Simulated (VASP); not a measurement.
Write the native input for VASP 6.6.1 that does the following.

```yaml
Task: single point
Functional: PBE
Potentials_or_basis: VASP PAW PBE potentials, release 64 (Fe)
Cutoff: 520 eV
k_mesh: 14 × 14 × 14
Occupations: gaussian, width 0.1 eV
Spin: collinear spin, ferromagnetic start
Starting_moments: "[2.44, 2.44] μB"
Dipole_correction: no
Further_INCAR_settings: ALGO = Normal; EDIFF = 1e-06; NBANDS = 19
```

The structure of Fe lies in POSCAR:

```
Fe
1.0
    2.7467357296      0.0000000000      0.0000000000
    0.0000000000      2.7467357296      0.0000000000
    0.0000000000      0.0000000000      2.8826566729
Fe
2
Direct
    0.0000000000      0.0000000000      0.0000000000
    0.5000000000      0.5000000000      0.5000000000
```

This cell differs from its parent crystal: biaxial strain in the a-b plane: -3.0 %.

One way to write it, as run:

INCAR

```
ALGO = Normal
EDIFF = 1E-6
ENCUT = 520
GGA = PE
ISIF = 2
ISMEAR = 0
ISPIN = 2
LASPH = True
LCHARG = True
LELF = True
LMAXMIX = 4
LORBIT = 11
LREAL = False
LVHAR = True
LWAVE = False
MAGMOM = 2.44 2.44
NBANDS = 19
NELM = 150
PREC = Accurate
SIGMA = 0.1
```

KPOINTS

```
k-points
0
Gamma
  14 14 14
```

Potentials or basis: VASP PAW PBE potentials, release 64 (Fe).

Run with:

```sh
$ cat potpaw_PBE.64/Fe/POTCAR > POTCAR
$ mpirun -np 1 vasp_std > vasp.out
```

Results of the run:

| Item | Value |
| --- | --- |
| Pressure | 9.2 GPa |
| Net moment | 4.24 μB per cell |
| Site moments | Fe +2.11 μB |
| Valence electrons inside the program's atomic spheres | Fe 7.36 |

Caveat: the cell differs from its parent crystal (biaxial strain in the a-b plane: -3.0 %); the stress differs along the axes, from 5 to 12 GPa.

It took 71 s on 1 thread of Intel(R) Xeon(R) 6975P-C (Granite Rapids) (shared host), peak memory 0.26 GiB.
